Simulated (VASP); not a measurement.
Runs of VASP 6.6.1 on CuO. Symmetry: Cc, No. 9, monoclinic system. The conventional cell has a = 4.689 Å, b = 3.427 Å, c = 5.132 Å, α = 90.00°, β = 99.65°, γ = 90.00°. Cu (site symmetry 1) has 4 O at 1.91 to 2.02 Å within 2.5 Å. Within 2.5 Å of O (site symmetry 1) lie 4 Cu at 1.91 to 2.02 Å. 

| fixed moment (μB) | pressure (GPa) | moment (μB) | largest force (eV/Å) |
| --- | --- | --- | --- |
| 0.6 | 5.3 | 0.60 | 0.78 |
| 0.15 | 5.0 | 0.15 | 0.77 |
| 0.3 | 5.0 | 0.30 | 0.77 |
| 0.75 | 5.3 | 0.75 | 0.79 |
| 0.45 | 5.2 | 0.45 | 0.77 |
| - | 4.9 | (a) | 0.76 |
| 0.9 | 5.5 | 0.90 | 0.79 |

Alike in all rows: task single point; level PBE; potentials or basis VASP PAW PBE potentials, release 64 (Cu_sv_GW, O); spin collinear; cell as given; k mesh 7 × 7 × 4; cutoff (eV) 820; smearing fermi-dirac 0.03 eV.

Fill in the values left out.

(a) 0.00.

Caveats: the cell stands under pressure; the total moment is fixed, so each spin has its own Fermi level and the state may be an excited one (at least some runs).
